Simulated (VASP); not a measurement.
Wanted: the native input for a VASP 6.6.1 run.

```yaml
Task: single point
Functional: PBE
Potentials_or_basis: VASP PAW PBE potentials, release 64 (Ti_sv, S)
Cutoff: 500 eV
k_mesh: 12 × 12 × 4
Occupations: fermi-dirac, width 0.02 eV
Spin: no spin polarisation
Dipole_correction: no
Further_INCAR_settings: ALGO = Normal; EDIFF = 1e-06; NBANDS = 19
```

The structure of TiS2 lies in POSCAR:

```
TiS2
1.0
    3.4106015360      0.0000000000      0.0000000000
   -1.7053007680      2.9536675724      0.0000000000
    0.0000000000      0.0000000000      5.7387202073
Ti S
1 2
Direct
    0.0000000000      0.0000000000      0.0000000000
    0.3333333333      0.6666666667      0.2449123207
    0.6666666667      0.3333333333      0.7550876793
```

The input as run:

INCAR

```
SYSTEM = TiS2
  PREC = Accurate
  ENCUT = 500
  EDIFF = 1E-6
  ISMEAR = -1
  SIGMA = 0.02
  LREAL = .False.
  LASPH = .True.
  NELM = 120
  ALGO = Normal
  ISIF = 2
  LWAVE = .False.
  LCHARG = .False.
  GGA = PE
  NBANDS = 19
  GGA_COMPAT = .False.
```

KPOINTS

```
Automatic mesh
0
Gamma
  12 12 4
  0 0 0
```

Potentials or basis: VASP PAW PBE potentials, release 64 (Ti_sv, S).

Launch:

```console
$ cat potpaw_PBE.64/Ti_sv/POTCAR potpaw_PBE.64/S/POTCAR > POTCAR
$ mpirun -np 1 vasp_std > vasp.out
```

It gave:

| Quantity | Value |
| --- | --- |
| Pressure | 1.5 GPa |
| Largest force | 0.111 eV/Å |
| Band gap on the k mesh | zero (bands 12 and 13 overlap by 0.08 eV) |

Caveat: this functional lacks dispersion, which binds layers or chains, so the pressure and a relaxed spacing across them are unreliable.

Wall time 31 s on 1 thread of Intel(R) Xeon(R) 6975P-C (Granite Rapids) (shared host), peak memory 0.21 GiB.
